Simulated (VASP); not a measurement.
Write the native input for VASP 6.6.1 that does the following.

```
Task                   : single point
Functional             : RPBE
Potentials or basis    : VASP PAW PBE potentials, release 64 (Ta_pv)
Cutoff                 : 520 eV
k mesh                 : 9 × 9 × 13
Occupations            : fermi-dirac, width 0.1 eV
Spin                   : no spin polarisation
Dipole correction      : no
Further INCAR settings : ALGO = Normal; EDIFF = 1e-07; NBANDS = 24
```

The structure of Ta lies in POSCAR:

```
Ta
1.0
    4.6890715097      0.0000000000      0.0000000000
   -2.3445357548      4.0608550476      0.0000000000
    0.0000000000      0.0000000000      2.6328784310
Ta
3
Direct
    0.0000000000      1.0000000000      0.0000000000
    0.3333333333      0.6666666667      0.5000000000
    0.6666666667      0.3333333333      0.5000000000
```

This cell differs from its parent crystal: volume scaled by 0.88.

These files were run (other wordings do the same):

INCAR

```
SYSTEM = Ta
PREC = Accurate
ENCUT = 520
EDIFF = 1E-7
ISMEAR = -1
SIGMA = 0.1
LREAL = .FALSE.
LASPH = .TRUE.
NELM = 100
ALGO = Normal
ISIF = 2
LWAVE = .FALSE.
LCHARG = .FALSE.
GGA = RP
NBANDS = 24
```

KPOINTS

```
Automatic mesh
0
G
  9 9 13
  0 0 0
```

Potentials or basis: VASP PAW PBE potentials, release 64 (Ta_pv).

The run is started by

```bash
$ cat potpaw_PBE.64/Ta_pv/POTCAR > POTCAR
$ mpirun -np 1 vasp_std > vasp.out
```

Results of the run:

| Property | Result |
| --- | --- |
| Pressure | 29.0 GPa |

Caveat: the PAW data sets were made with another functional, which shifts forces and pressure a little.

Wall time 52 s on 1 thread of Intel Xeon 6975P-C, with other jobs on the host, peak memory 0.22 GiB.
